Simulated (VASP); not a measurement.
# Te2Mo in VASP: a series of runs

Runs on Te2Mo. Level: PBE. Tasks: single point.

Program: VASP 6.6.1. These are calculated values, not measurements. Logs are shortened: lines on timing, memory, paths and dates and some standing lists are left out, and cuts for length are marked.

## (1) The cell of the first run

The typed cell holds 6 atoms: a = 3.518 Å, b = 3.518 Å, c = 13.974 Å, α = 90.00°, β = 90.00°, γ = 120.00°.

## (2) Single point, PBE (atoms moved at random)

Input file INCAR:

```
SYSTEM = Te2Mo
  PREC = Accurate
  ENCUT = 520
  EDIFF = 1E-6
  ISMEAR = -1
  SIGMA = 0.05
  LREAL = .False.
  LASPH = .True.
  NELM = 80
  ALGO = Normal
  ISIF = 2
  LWAVE = .False.
  LCHARG = .True.
  GGA = PE
  LELF = .True.
  LVHAR = .True.
  NBANDS = 35
```

Input file KPOINTS:

```
regular mesh
0
Gamma
  9 9 2
  0 0 0
```

Input file POSCAR:

```
Te2Mo
1.0
    3.5182000000      0.0000000000      0.0000000000
   -1.7591000000      3.0468505756      0.0000000000
    0.0000000000      0.0000000000     13.9736000000
Te Mo
4 2
Direct
    0.6822110000      0.3500440000      0.3794080000
    0.3326170000      0.6686400000      0.8801280000
    0.6757690000      0.3414140000      0.1238430000
    0.3448300000      0.6749580000      0.6230410000
    0.6528290000      0.3186500000      0.7488880000
    0.3194740000      0.6567010000      0.2524740000
```

Potentials or basis: VASP PAW PBE potentials, release 64 (Te, Mo_sv).

Started as:

```
$ cat potpaw_PBE.64/Te/POTCAR potpaw_PBE.64/Mo_sv/POTCAR > POTCAR
$ mpirun -np 1 vasp_std > vasp.out
```

OUTCAR:

```text
SYSTEM = Te2Mo
   PREC = Accurate
   ENCUT = 520
   EDIFF = 1E-6
   ISMEAR = -1
   LREAL = .False.
   LASPH = .True.
   NELM = 80
   ISIF = 2
   GGA = PE

 ion  position               nearest neighbor table
   1  0.682  0.350  0.379-   6 2.63   6 2.70   6 2.76   3 3.57
   2  0.333  0.669  0.880-   5 2.70   5 2.75   5 2.77   4 3.59
   3  0.676  0.341  0.124-   6 2.66   6 2.72   6 2.75   1 3.57
   4  0.345  0.675  0.623-   5 2.63   5 2.68   5 2.75   2 3.59
   5  0.653  0.319  0.749-   4 2.63   4 2.68   2 2.70   2 2.75   4 2.75   2 2.77
   6  0.319  0.657  0.252-   1 2.63   3 2.66   1 2.70   3 2.72   3 2.75   1 2.76

  LATTYP: Found a hexagonal cell.
 ALAT       =     3.5182000000
 C/A-ratio  =     3.9718037633

  Lattice vectors:

 A1 = (   3.5182000000,   0.0000000000,   0.0000000000)
 A2 = (  -1.7591000000,   3.0468505756,   0.0000000000)
 A3 = (   0.0000000000,   0.0000000000,  13.9736000000)

Analysis of symmetry for initial positions (statically):
=====================================================================
 Subroutine PRICEL returns:
 Original cell was already a primitive cell.

 Routine SETGRP: Setting up the symmetry group for a
 hexagonal supercell.

 Subroutine GETGRP returns: Found  1 space group operations
 (whereof  1 operations were pure point group operations)
 out of a pool of 24 trial point group operations.

The static configuration has the point symmetry C_1 .

Analysis of symmetry for dynamics (positions and initial velocities):
=====================================================================
 Subroutine PRICEL returns:
 Original cell was already a primitive cell.

 Routine SETGRP: Setting up the symmetry group for a
 hexagonal supercell.

 Subroutine GETGRP returns: Found  1 space group operations
 (whereof  1 operations were pure point group operations)
 out of a pool of 24 trial point group operations.

The dynamic configuration has the point symmetry C_1 .

 Subroutine INISYM returns: Found  1 space group operations
 (whereof  1 operations are pure point group operations),
 and found     1 'primitive' translations

----------------------------------------------------------------------------------------

                                     Primitive cell

  volume of cell :     149.7890

  direct lattice vectors                    reciprocal lattice vectors
     3.518200000  0.000000000  0.000000000     0.284236257  0.164103880  0.000000000
    -1.759100000  3.046850576  0.000000000     0.000000000  0.328207759  0.000000000
     0.000000000  0.000000000 13.973600000     0.000000000  0.000000000  0.071563520

  length of vectors
     3.518200000  3.518200000 13.973600000     0.328207759  0.328207759  0.071563520

  position of ions in fractional coordinates (direct lattice)
     0.682211000  0.350044000  0.379408000
     0.332617000  0.668640000  0.880128000
     0.675769000  0.341414000  0.123843000
     0.344830000  0.674958000  0.623041000
     0.652829000  0.318650000  0.748888000
     0.319474000  0.656701000  0.252474000

  ion indices of the primitive-cell ions
   primitive index   ion index
                 1           1
                 2           2
                 3           3
                 4           4
                 5           5
                 6           6

----------------------------------------------------------------------------------------

 KPOINTS: regular mesh

Automatic generation of k-mesh.
 Grid dimensions read from file:
 generate k-points for:    9    9    2

 Generating k-lattice:

  Cartesian coordinates                     Fractional coordinates (reciprocal lattice)
     0.031581806  0.018233764  0.000000000     0.111111111  0.000000000  0.000000000
     0.000000000  0.036467529  0.000000000     0.000000000  0.111111111  0.000000000
     0.000000000  0.000000000  0.035781760     0.000000000  0.000000000  0.500000000

  Length of vectors
     0.036467529  0.036467529  0.035781760

  Shift w.r.t. Gamma in fractional coordinates (k-lattice)
     0.000000000  0.000000000  0.000000000

 Subroutine IBZKPT returns following result:
 ===========================================

 Found     82 irreducible k-points:

 Following reciprocal coordinates:
            Coordinates               Weight
  0.000000  0.000000  0.000000      1.000000
  0.111111  0.000000  0.000000      2.000000
  0.000000  0.111111  0.000000      2.000000
 -0.111111  0.111111  0.000000      2.000000
  0.222222 -0.000000  0.000000      2.000000
  0.000000  0.222222  0.000000      2.000000
[... 16 lines left out ...]
  0.333333  0.111111  0.000000      2.000000
 -0.111111  0.444444  0.000000      2.000000
 [... further k-points ...]
   k-points           NKPTS =     82   k-points in BZ     NKDIM =     82   number of bands    NBANDS=     35
   number of dos      NEDOS =    301   number of ions     NIONS =      6
   total plane-waves  NPLWV =  84672
   dimension x,y,z NGX =    28 NGY =   28 NGZ =  108
   dimension x,y,z NGXF=    56 NGYF=   56 NGZF=  216
   ions per type =               4   2
   NGX,Y,Z   is equivalent  to a cutoff of  13.23, 13.23, 12.85 a.u.
   NGXF,Y,Z  is equivalent  to a cutoff of  26.46, 26.46, 25.70 a.u.
 SYSTEM =  Te2Mo
   PREC   = accura    normal or accurate (medium, high low for compatibility)
   ISTART =      0    job   : 0-new  1-cont  2-samecut
   ICHARG =      2    charge: 1-file 2-atom 10-const
   ISPIN  =      1    spin polarized calculation?
   LNONCOLLINEAR =      F non collinear calculations
   LSORBIT =      F    spin-orbit coupling
   LASPH  =      T    aspherical Exc in radial PAW
   ENCUT  =  520.0 eV  38.22 Ry    6.18 a.u.   6.54  6.54 25.98*2*pi/ulx,y,z
   NELM   =     80;   NELMIN=  2; NELMDL= -5     # of ELM steps
   EDIFF  = 0.1E-05   stopping-criterion for ELM
   LREAL  =      F    real-space projection
   EDIFFG = 0.1E-04   stopping-criterion for IOM
   NSW    =      0    number of steps for IOM
   IBRION =     -1    ionic relax: 0-MD 1-quasi-New 2-CG
   NFREE  =      0    steps in history (QN), initial steepest desc. (CG)
   ISIF   =      2    stress and relaxation
   ISYM   =      2    0-nonsym 1-usesym 2-fastsym
   POTIM  = 0.5000    time-step for ionic-motion
   TEBEG  =    0.0;   TEEND  =   0.0 temperature during run
   PSTRESS=    0.0 pullay stress
   NELECT =      52.0000    total number of electrons
   NUPDOWN=      -1.0000    fix difference up-down
   EMIN   =  10.00;   EMAX   =-10.00  energy-range for DOS
   EFERMI =   0.00;   METHOD = LEGACY
   ISMEAR =    -1;   SIGMA  =   0.05  broadening in eV -4-tet -1-fermi 0-gaus
   EFERMI_NEDOS =   21; number of points for ismear=-14 and -15
   IALGO  =     38    algorithm
   IMIX   =      4    mixing-type and parameters
     AMIX     =   0.40;   BMIX     =  1.00
     AMIX_MAG =   1.60;   BMIX_MAG =  1.00
  volume/ion in A,a.u.               =      24.96       168.47
  Fermi-wavevector in a.u.,A,eV,Ry     =   1.150578  2.174277 18.011787  1.323829
  Thomas-Fermi vector in A             =   2.287241
   LORBIT       =      0    0 simple, 1 ext, 2 COOP (PROOUT), +10 PAW based schemes
   GGA     = PE    functional components
   LHFCALC =     F    Hartree Fock is set to
   AEXX    =    0.0000 exact exchange contribution
   IVDW    =     0    specifies the selected vdW correction
   LEPSILON=     F    determine dielectric tensor
   LRPA    =     F    only Hartree local field effects (RPA)
 non-spin polarized calculation
  energy-cutoff  :      520.00
  volume of cell :      149.79
 maximum number of plane-waves:      4095
 NGX is ok and might be reduce to    28
   NGX = 13   NGY = 13   NGZ = 51

 number of electron      52.0000000 magnetization

 Free energy of the ion-electron system (eV)
  ---------------------------------------------------
  ext. energy  EPLUGINS =         0.00000000
  ---------------------------------------------------
  free energy    TOTEN  =       -35.86146815 eV

  energy without entropy =      -35.86143018  energy(sigma->0) =      -35.86144916

 E-fermi :   8.5564     XC(G=0): -10.4312

 val. band max:        8.2026588095   @ k =   0.0000   0.0000   0.0000
 cond. band min:       8.9457376785   @ k =   0.2222   0.2222   0.0000
 fundamental gap:      0.7430788690
 Fermi energy:         8.5564058973

 k-point     1 :       0.0000    0.0000    0.0000
  band No.  band energies     occupation
      1     -52.6571      2.00000
      2     -52.6541      2.00000
      3     -26.8320      2.00000
      4     -26.8258      2.00000
      5     -26.7217      2.00000
      6     -26.7114      2.00000
[... 27 lines left out ...]
     34      11.6300      0.00000
     35      13.8889      0.00000

 k-point     2 :       0.1111    0.0000    0.0000
  band No.  band energies     occupation
      1     -52.6559      2.00000
      2     -52.6529      2.00000
      3     -26.8284      2.00000
      4     -26.8224      2.00000
      5     -26.7373      2.00000
      6     -26.7165      2.00000
[... 27 lines left out ...]
     34      11.5132      0.00000
     35      14.4955      0.00000

 k-point     3 :       0.0000    0.1111    0.0000
  band No.  band energies     occupation
      1     -52.6560      2.00000
      2     -52.6529      2.00000
      3     -26.8287      2.00000
      4     -26.8222      2.00000
      5     -26.7272      2.00000
      6     -26.7266      2.00000
[... 27 lines left out ...]
     34      11.5361      0.00000
     35      14.5001      0.00000
[... 723 lines left out ...]
 k-point    23 :       0.3333    0.1111    0.0000
  band No.  band energies     occupation
      1     -52.6479      2.00000
      2     -52.6451      2.00000
      3     -26.8353      2.00000
      4     -26.8078      2.00000
      5     -26.8035      2.00000
      6     -26.7985      2.00000
[... 27 lines left out ...]
     34      12.3503      0.00000
     35      12.6211      0.00000

 k-point    24 :      -0.1111    0.4444    0.0000
  band No.  band energies     occupation
      1     -52.6481      2.00000
      2     -52.6449      2.00000
      3     -26.8262      2.00000
      4     -26.8099      2.00000
      5     -26.8052      2.00000
      6     -26.7977      2.00000
[... 27 lines left out ...]
     34      12.2944      0.00000
     35      12.6193      0.00000

 [... further k-points ...]
[... 5 lines left out ...]
  --------------------------------------------------------------------------------------
  -------------------------------------------------------------------------------------
  Total        3.1757744      3.0089087      4.7661398      0.1329855      0.0112851      0.1932762
  in kB       33.9688031     32.1839695     50.9797117      1.4224435      0.1207078      2.0673262
  external PRESSURE =      39.0441615 kB  Pullay stress =       0.0000000 kB

 VOLUME and BASIS-vectors are now :
 -----------------------------------------------------------------------------
  energy-cutoff  :      520.00
  volume of cell :      149.79
      direct lattice vectors                 reciprocal lattice vectors
     3.518200000  0.000000000  0.000000000     0.284236257  0.164103880  0.000000000
    -1.759100000  3.046850576  0.000000000     0.000000000  0.328207759  0.000000000
     0.000000000  0.000000000 13.973600000     0.000000000  0.000000000  0.071563520

 POSITION                                       TOTAL-FORCE (eV/Angst)
 -----------------------------------------------------------------------------------
      1.78439      1.06653      5.30170        -0.456893     -0.592985      0.664445
     -0.00599      2.03725     12.29856        -0.122120     -0.344656     -0.079133
      1.77691      1.04024      1.73053        -0.365908     -0.406314     -0.353068
      0.02586      2.05650      8.70613        -0.339852     -0.545258     -0.780997
      1.73625      0.97088     10.46466         0.462609      0.897831      0.871817
     -0.03123      2.00087      3.52797         0.822164      0.991381     -0.323063
 -----------------------------------------------------------------------------------
    total drift:                                0.000013     -0.000048     -0.000182

  FREE ENERGIE OF THE ION-ELECTRON SYSTEM (eV)
  ---------------------------------------------------
  free  energy   TOTEN  =       -35.8614681475 eV

  energy  without entropy=      -35.8614301791  energy(sigma->0) =      -35.86144916
```

Wall time 6.1 min (1 thread of Intel Xeon Platinum 8488C (Sapphire Rapids), shared host); peak memory 0.5 GiB.

What came out:

```
Free energy            : -35.8615 eV
Pressure               : 3.9 GPa
Largest force          : 1.334 eV/Å
Band gap on the k mesh : 0.74 eV, indirect (least direct gap 1.02 eV)
```

Forces on the atoms (eV/Å):
```
Te  -0.457 -0.593  0.664
Te  -0.122 -0.345 -0.079
Te  -0.366 -0.406 -0.353
Te  -0.340 -0.545 -0.781
Mo   0.463  0.898  0.872
Mo   0.822  0.991 -0.323
```

Levels at points of the mesh, in eV from the valence-band top:
```csv
k point,band 23,band 24,band 25,band 26,band 27,band 28,band 29,band 30
"(0.00, 0.00, 0.00)",-0.91,-0.90,-0.39,0.00,2.63,2.69,3.00,3.03
"(0.00, 0.00, 0.50)",-0.91,-0.90,-0.21,-0.02,2.63,2.67,3.02,3.09
```

Caveat: the cell differs from its parent crystal (atoms moved at random); spin-orbit coupling is left out, which moves the levels of the heavy elements; forces of over 1 eV/Å act on the atoms, so gaps and moduli don't describe the material at rest. A k mesh can miss the band edges.

## (3) Single point, PBE

This run uses another cell than the first one, of 23.47 Å³/atom, 0.940 times its volume.

Input file INCAR:

```
PREC = Accurate ; ENCUT = 520
EDIFF = 1E-6 ; ISMEAR = -1
SIGMA = 0.05 ; LREAL = F
LASPH = T ; NELM = 60
ALGO = Normal ; ISIF = 2
LWAVE = F ; LCHARG = F
GGA = PE ; NBANDS = 35
```

Input file KPOINTS:

```
regular mesh
0
Gamma
  9 9 2
```

Input file POSCAR:

```
Te2Mo
1.0
    3.4463798477      0.0000000000      0.0000000000
   -1.7231899238      2.9846524992      0.0000000000
    0.0000000000      0.0000000000     13.6883444487
Te Mo
4 2
Direct
    0.6666666667      0.3333333333      0.3790000000
    0.3333333333      0.6666666667      0.8790000000
    0.6666666667      0.3333333333      0.1210000000
    0.3333333333      0.6666666667      0.6210000000
    0.6666666667      0.3333333333      0.7500000000
    0.3333333333      0.6666666667      0.2500000000
```

Potentials or basis: VASP PAW PBE potentials, release 64 (Te, Mo_sv).

Started as:

```
$ cat potpaw_PBE.64/Te/POTCAR potpaw_PBE.64/Mo_sv/POTCAR > POTCAR
$ mpirun -np 1 vasp_std > vasp.out
```

Run time: 1.7 min. Hardware: 1 thread of AMD EPYC 9R45 (Zen 5), shared host; peak memory 0.29 GiB.

The run converged. Its results:

* Free energy: -35.6204 eV
* Pressure: 10.5 GPa
* Largest force: 1.140 eV/Å
* Band gap on the k mesh: 0.74 eV, indirect (least direct gap 1.13 eV)

Forces on the atoms (eV/Å):
```
Te   0.000  0.000  1.140
Te   0.000  0.000  1.140
Te   0.000  0.000 -1.140
Te   0.000  0.000 -1.140
Mo   0.000  0.000  0.000
Mo   0.000  0.000  0.000
```

Stress tensor (GPa, compression positive):
```
 9.60  0.00  0.00
 0.00  9.60  0.00
 0.00  0.00 12.19
```

Levels at points of the mesh, in eV from the valence-band top:
```csv
k point,band 23,band 24,band 25,band 26,band 27,band 28,band 29,band 30
"(0.00, 0.00, 0.00)",-1.13,-1.13,-0.29,0.00,3.12,3.12,3.26,3.26
"(0.00, 0.00, 0.50)",-1.15,-1.15,-0.08,-0.08,3.16,3.16,3.16,3.16
```

Caveat: spin-orbit coupling is left out, which moves the levels of the heavy elements; this functional lacks dispersion, which binds the layers, so the pressure and a relaxed spacing across them are unreliable; forces of over 1 eV/Å act on the atoms, so gaps and moduli don't describe the material at rest. PBE gaps usually lie below the measured ones, often by a third to a half.
